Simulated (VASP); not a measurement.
# Si7Ge in VASP: further runs, part 3 of 3

VASP 6.6.1. Earlier steps stand in the parts before.

## Step 5: Single point, r2SCAN

This run uses another cell than the first one: it holds 16 atoms, not 8.

File POSCAR:

```
Si7Ge
1.0
    0.0000000000     -5.4679684317      0.0000000000
    0.0000000000      0.0000000000     -5.4679684317
   10.9359368634      0.0000000000      0.0000000000
Si Ge
14 2
Direct
    0.7475692418      0.7475692418      0.1262153791
    0.7475692418      0.7475692418      0.6262153791
    0.5000000000      0.5000000000      0.0000000000
    0.5000000000      0.5000000000      0.5000000000
    0.5000000000      0.0000000000      0.2500000000
    0.5000000000      0.0000000000      0.7500000000
    0.0000000000      0.5000000000      0.2500000000
    0.0000000000      0.5000000000      0.7500000000
    0.7475692418      0.2524307582      0.3737846209
    0.7475692418      0.2524307582      0.8737846209
    0.2524307582      0.7475692418      0.3737846209
    0.2524307582      0.7475692418      0.8737846209
    0.2524307582      0.2524307582      0.1262153791
    0.2524307582      0.2524307582      0.6262153791
    0.0000000000      0.0000000000      0.0000000000
    0.0000000000      0.0000000000      0.5000000000
```

File INCAR.step1:

```
SYSTEM = Si7Ge
ALGO     = Normal         ! electronic algorithm
EDIFF    = 1E-4           ! SCF threshold, eV
ENCUT    = 520            ! plane-wave cutoff, eV
GGA      = PE             ! functional
ISMEAR   = 0              ! smearing method
LASPH    = .TRUE.         ! aspherical terms in the spheres
LCHARG   = .FALSE.        ! write CHGCAR
LREAL    = Auto         
LWAVE    = .TRUE.         ! write WAVECAR
NBANDS   = 56             ! bands
NELM     = 60             ! most SCF steps
PREC     = Accurate       ! precision mode
SIGMA    = 0.05           ! smearing width, eV
```

File INCAR.step2:

```
SYSTEM = Si7Ge
ALGO     = Normal         ! electronic algorithm
EDIFF    = 1E-7           ! SCF threshold, eV
ENCUT    = 520            ! plane-wave cutoff, eV
ISIF     = 2              ! what is computed and relaxed
ISMEAR   = 0              ! smearing method
ISTART   = 1            
LASPH    = .TRUE.         ! aspherical terms in the spheres
LCHARG   = .FALSE.        ! write CHGCAR
LMIXTAU  = .TRUE.       
LREAL    = Auto         
LWAVE    = .FALSE.        ! write WAVECAR
METAGGA  = R2SCAN         ! meta-GGA
NBANDS   = 56             ! bands
NELM     = 60             ! most SCF steps
PREC     = Accurate       ! precision mode
SIGMA    = 0.05           ! smearing width, eV
```

File KPOINTS:

```
k-points
0
G
  6 6 3
  0 0 0
```

Potentials or basis: VASP PAW PBE potentials, release 64 (Si, Ge_d).

The run is started by

```console
$ cat potpaw_PBE.64/Si/POTCAR potpaw_PBE.64/Ge_d/POTCAR > POTCAR
$ cp INCAR.step1 INCAR
$ mpirun -np 1 vasp_std > vasp.out
$ cp INCAR.step2 INCAR
$ mpirun -np 1 vasp_std > vasp.out
```

OUTCAR:

```text
SYSTEM = Si7Ge
   EDIFF = 1E-7
   ENCUT = 520
   ISIF = 2
   ISMEAR = 0
   ISTART = 1
   LASPH = .TRUE.
   LREAL = Auto
   METAGGA = R2SCAN
   NELM = 60
   PREC = Accurate

 ion  position               nearest neighbor table
   1  0.748  0.748  0.126-   7 2.36   5 2.36   3 2.36  15 2.39
   2  0.748  0.748  0.626-   8 2.36   6 2.36   4 2.36  16 2.39
   3  0.500  0.500  0.000-   1 2.36  10 2.36  12 2.36  13 2.36
   4  0.500  0.500  0.500-   2 2.36   9 2.36  11 2.36  14 2.36
   5  0.500  0.000  0.250-   1 2.36   9 2.36  11 2.36  13 2.36
   6  0.500  0.000  0.750-   2 2.36  10 2.36  12 2.36  14 2.36
[... 8 lines left out ...]
  15  0.000  0.000  0.000-   1 2.39  10 2.39  12 2.39  13 2.39
  16  0.000  0.000  0.500-   2 2.39   9 2.39  11 2.39  14 2.39

  LATTYP: Found a simple tetragonal cell.
 ALAT       =     5.4679684317
 C/A-ratio  =     2.0000000000

  Lattice vectors:

 A1 = (   0.0000000000,  -5.4679684317,   0.0000000000)
 A2 = (   0.0000000000,   0.0000000000,  -5.4679684317)
 A3 = (  10.9359368634,   0.0000000000,   0.0000000000)

Analysis of symmetry for initial positions (statically):
[... 205 lines left out ...]
 fundamental gap:      0.5994774338
 Fermi energy:         5.7962186561

 k-point     1 :       0.0000    0.0000    0.0000
  band No.  band energies     occupation
      1     -19.2368      2.00000
      2     -19.2367      2.00000
      3     -19.2367      2.00000
      4     -19.2367      2.00000
      5     -19.2367      2.00000
      6     -19.2367      2.00000
[... 1129 lines left out ...]
     53       9.1803      0.00000
     54       9.2907      0.00000
 [bands above 54 left out]

------------------------ aborting loop because EDIFF is reached ----------------------------------------

  FORCE on cell =-STRESS in cart. coord.  units (eV):
  Direction    XX          YY          ZZ          XY          YZ          ZX
  --------------------------------------------------------------------------------------
  -------------------------------------------------------------------------------------
  Total       -0.3162967     -0.3163028     -0.3163028     -0.0000000      0.0000000      0.0000000
  in kB       -1.5498773     -1.5499070     -1.5499070     -0.0000000      0.0000000      0.0000000
  external PRESSURE =      -1.5498971 kB  Pullay stress =       0.0000000 kB

 VOLUME and BASIS-vectors are now :
 -----------------------------------------------------------------------------
  energy-cutoff  :      520.00
  volume of cell :      326.97
      direct lattice vectors                 reciprocal lattice vectors
     0.000000000 -5.467968432  0.000000000     0.000000000 -0.182883280  0.000000000
     0.000000000  0.000000000 -5.467968432     0.000000000  0.000000000 -0.182883280
    10.935936863  0.000000000  0.000000000     0.091441640  0.000000000  0.000000000

 POSITION                                       TOTAL-FORCE (eV/Angst)
 -----------------------------------------------------------------------------------
      1.38028     -4.08769     -4.08769         0.012442      0.012442      0.012442
      6.84825     -4.08769     -4.08769         0.012442      0.012442      0.012442
      0.00000     -2.73398     -2.73398        -0.000000      0.000000     -0.000000
      5.46797     -2.73398     -2.73398        -0.000000      0.000000     -0.000000
      2.73398     -2.73398      0.00000        -0.000000      0.000000     -0.000000
      8.20195     -2.73398      0.00000        -0.000000      0.000000     -0.000000
[... 8 lines left out ...]
      0.00000      0.00000      0.00000        -0.000000      0.000000      0.000000
      5.46797      0.00000      0.00000        -0.000000      0.000000      0.000000
 -----------------------------------------------------------------------------------
    total drift:                                0.000000      0.000000      0.000000

  FREE ENERGIE OF THE ION-ELECTRON SYSTEM (eV)
  ---------------------------------------------------
  free  energy   TOTEN  =      -150.5287519755 eV

  energy  without entropy=     -150.5287519755  energy(sigma->0) =     -150.52875198
```

It took 27 min on 1 thread of Intel Xeon Platinum 8488C (Sapphire Rapids), shared host; peak memory 0.51 GiB.

What came out:

| Property | Result |
| --- | --- |
| Free energy | -150.5288 eV |
| Pressure | -0.2 GPa |
| Largest force | 0.022 eV/Å |
| Band gap on the k mesh | 0.60 eV |

Forces in eV/Å, atoms in the order of the input:
```
Si   0.012  0.012  0.012
Si   0.012  0.012  0.012
Si   0.000  0.000  0.000
Si   0.000  0.000  0.000
Si   0.000  0.000  0.000
Si   0.000  0.000  0.000
Si   0.000  0.000  0.000
Si   0.000  0.000  0.000
Si  -0.012  0.012 -0.012
Si  -0.012  0.012 -0.012
Si  -0.012 -0.012  0.012
Si  -0.012 -0.012  0.012
Si   0.012 -0.012 -0.012
Si   0.012 -0.012 -0.012
Ge   0.000  0.000  0.000
Ge   0.000  0.000  0.000
```

Levels at points of the mesh, in eV from the valence-band top:
| k point | band 40 | band 41 | band 42 | band 43 | band 44 | band 45 |
| --- | --- | --- | --- | --- | --- | --- |
| (0.00, 0.00, 0.00) | 0.00 | 0.00 | 0.00 | 0.60 | 0.99 | 0.99 |
| (0.50, 0.00, 0.00) | -1.43 | -1.35 | -1.35 | 1.23 | 1.41 | 2.60 |
| (0.50, 0.50, 0.00) | -1.16 | -1.16 | -1.16 | 1.33 | 1.81 | 1.81 |

Caveat: the PAW data sets were made with another functional, which shifts forces and pressure a little; an odd mesh through Γ misses points on the zone boundary, where band edges can lie.

## Step 6: Single point, r2SCAN

This run uses another cell than the first one, of 20.44 Å³/atom.

File POSCAR:

```
Si7Ge
1.0
    5.4679684317      0.0000000000      0.0000000000
    0.0000000000      5.4679684317      0.0000000000
    0.0000000000      0.0000000000      5.4679684317
Si Ge
7 1
Direct
    0.2524307582      0.2524307582      0.2524307582
    0.0000000000      0.5000000000      0.5000000000
    0.5000000000      0.5000000000      0.0000000000
    0.5000000000      0.0000000000      0.5000000000
    0.7475692418      0.2524307582      0.7475692418
    0.7475692418      0.7475692418      0.2524307582
    0.2524307582      0.7475692418      0.7475692418
    0.0000000000      0.0000000000      0.0000000000
```

File INCAR.step1:

```
SYSTEM = Si7Ge
ALGO = Normal
EDIFF = 1E-4
ENCUT = 520
GGA = PE
ISMEAR = 0
LASPH = .True.
LCHARG = .False.
LREAL = .False.
LWAVE = .True.
NBANDS = 31
NELM = 60
PREC = Accurate
SIGMA = 0.05
```

File INCAR.step2:

```
SYSTEM = Si7Ge
ALGO = Normal
EDIFF = 1E-7
ENCUT = 520
ISIF = 2
ISMEAR = 0
ISTART = 1
LASPH = .True.
LCHARG = .False.
LMIXTAU = .True.
LREAL = .False.
LWAVE = .False.
METAGGA = R2SCAN
NBANDS = 31
NELM = 60
PREC = Accurate
SIGMA = 0.05
```

File KPOINTS:

```
k-points
0
Gamma
  6 6 6
  0 0 0
```

Potentials or basis: VASP PAW PBE potentials, release 64 (Si, Ge_d).

The run is started by

```console
$ cat potpaw_PBE.64/Si/POTCAR potpaw_PBE.64/Ge_d/POTCAR > POTCAR
$ cp INCAR.step1 INCAR
$ mpirun -np 1 vasp_std > vasp.out
$ cp INCAR.step2 INCAR
$ mpirun -np 1 vasp_std > vasp.out
```

It took 6.2 min on 1 thread of Intel Xeon Platinum 8259CL at 2.50GHz (Skylake/Cascade Lake), shared host; peak memory 0.32 GiB.

It converged, with:

```yaml
Free_energy: -75.2610 eV
Pressure: -0.2 GPa
Largest_force: 0.019 eV/Å
Band_gap_on_the_k_mesh: 0.60 eV
```

Forces in eV/Å, atoms in the order of the input:
```
Si   0.011  0.011  0.011
Si   0.000  0.000  0.000
Si   0.000  0.000  0.000
Si   0.000  0.000  0.000
Si  -0.011  0.011 -0.011
Si  -0.011 -0.011  0.011
Si   0.011 -0.011 -0.011
Ge   0.000  0.000  0.000
```

Levels at points of the mesh, in eV from the valence-band top:
| k point | band 17 | band 18 | band 19 | band 20 | band 21 | band 22 | band 23 | band 24 | band 25 | band 26 |
| --- | --- | --- | --- | --- | --- | --- | --- | --- | --- | --- |
| (0.00, 0.00, 0.00) | -3.00 | -3.00 | 0.00 | 0.00 | 0.00 | 0.60 | 0.99 | 0.99 | 0.99 | 1.06 |
| (0.50, 0.00, 0.00) | -3.60 | -2.06 | -2.06 | -1.94 | -1.94 | 1.23 | 1.41 | 3.43 | 3.44 | 4.56 |
| (0.50, 0.50, 0.00) | -3.87 | -1.55 | -1.43 | -1.35 | -1.35 | 2.60 | 2.60 | 2.69 | 2.87 | 5.02 |
| (0.50, 0.50, 0.50) | -1.35 | -1.35 | -1.16 | -1.16 | -1.16 | 1.33 | 1.81 | 1.81 | 1.81 | 3.49 |

Caveat: the PAW data sets were made with another functional, which shifts forces and pressure a little.

## Step 7: Overview

| cell | k mesh | smearing | gap on the mesh (eV) | pressure (GPa) | largest force (eV/Å) |
| --- | --- | --- | --- | --- | --- |
| a = 5.359, b = 5.359, c = 5.534 Å, 8 atoms, atomic positions A | 8 × 8 × 8 | gaussian 0.02 eV | 0.43 | 2.6 | 0.02 |
| a = 7.733 Å, angles 60.0°, 16 atoms, atomic positions B | 4 × 4 × 4 | gaussian 0.05 eV | 0.60 | -0.2 | 0.02 |
| a = 5.359, b = 5.359, c = 5.548 Å, 8 atoms, atomic positions A | 8 × 8 × 8 | gaussian 0.02 eV | 0.43 | 2.4 | 0.02 |
| a = 5.468, b = 5.468, c = 10.936 Å, 16 atoms, atomic positions B | 6 × 6 × 3 | gaussian 0.05 eV | 0.60 | -0.2 | 0.02 |
| a = 5.468 Å, 8 atoms, atomic positions A | 6 × 6 × 6 | gaussian 0.05 eV | 0.60 | -0.2 | 0.02 |

Alike in all rows: task single point; level r2SCAN; potentials or basis VASP PAW PBE potentials, release 64 (Si, Ge_d); no spin polarisation; cutoff (eV) 520.

Caveats: the PAW data sets were made with another functional, which shifts forces and pressure a little; an odd mesh through Γ misses points on the zone boundary, where band edges can lie (at least some runs).

Total energies depend on the potentials used, so only differences within one code and one set of settings carry meaning.
